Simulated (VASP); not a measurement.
The system is Te.

```
CELL_PARAMETERS angstrom
4.44693 0.00000 0.00000
-2.22346 3.85115 0.00000
0.00000 0.00000 5.91492
ATOMIC_POSITIONS crystal
Te 0.26900 0.00000 0.16667
Te 0.00000 0.26900 0.83333
Te 0.73100 0.73100 0.50000
```

Base run:

* Program: VASP 6.6.1
* Functional: r2SCAN
* Potentials or basis: VASP PAW PBE potentials, release 64 (Te)
* Cutoff: 520 eV
* k mesh: 9 × 9 × 6
* Occupations: gaussian, width 0.01 eV
* Spin: no spin polarisation

Its results: band gap on the k mesh 0.33 eV, direct; pressure 1.2 GPa; largest force 0.034 eV/Å.

The run is repeated on the same cell with these changes: functional from r2SCAN to LDA; potentials or basis from VASP PAW PBE potentials, release 64 (Te) to VASP PAW LDA potentials, release 64 (Te). What comes out?

Band gap on the k mesh 0.11 eV, direct; pressure -1.6 GPa; largest force 0.111 eV/Å.

Caveats: spin-orbit coupling is left out, which moves the levels of the heavy elements; the PAW data sets were made with another functional, which shifts forces and pressure a little (some runs).

A k mesh can miss the band edges.
